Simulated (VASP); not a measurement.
MoP:

```
CELL_PARAMETERS angstrom
3.22300 0.00000 0.00000
-1.61150 2.79120 0.00000
0.00000 0.00000 3.19100
ATOMIC_POSITIONS crystal
Mo 0.00000 0.00000 0.00000
P 0.33333 0.66667 0.50000
```

| Quantity | Value |
| --- | --- |
| Program | VASP 6.6.1 |
| Task | relaxation of cell and atoms |
| Functional | PBEsol |
| Potentials or basis | VASP PAW PBE potentials, release 64 (Mo_sv, P) |
| Cutoff | 500 eV |
| k mesh | 18 × 18 × 14 |
| Occupations | gaussian, width 0.1 eV |
| Spin | no spin polarisation |

At the start: pressure -3.3 GPa; volume 14.35 Å³/atom.

Question: How do energy, volume and symmetry change on relaxing?

Answer: Over 5 steps the energy falls by 2.2 meV/atom and the volume is 14.15 Å³/atom (-1.4 %); space group P-6m2 (No. 187, to 0.05 Å).

The path:
| step | energy change (eV) | largest force (eV/Å) | pressure (GPa) | volume (Å³) |
| --- | --- | --- | --- | --- |
| 1 | 0.0000 | 0.0000 | -3.34 | 28.71 |
| 2 | 0.0156 | 0.0000 | 7.74 | 27.48 |
| 3 | -0.0043 | 0.0000 | -0.05 | 28.31 |
| 4 | -0.0043 | 0.0000 | 0.02 | 28.30 |
| 5 | -0.0043 | 0.0000 | 0.04 | 28.30 |

Final structure:
```
CELL_PARAMETERS angstrom
3.20771 0.00000 0.00000
-1.60385 2.77796 0.00000
0.00000 0.00000 3.17540
ATOMIC_POSITIONS crystal
Mo 0.00000 0.00000 0.00000
P 0.33333 0.66667 0.50000
```

Caveat: the PAW data sets were made with another functional, which shifts forces and pressure a little.
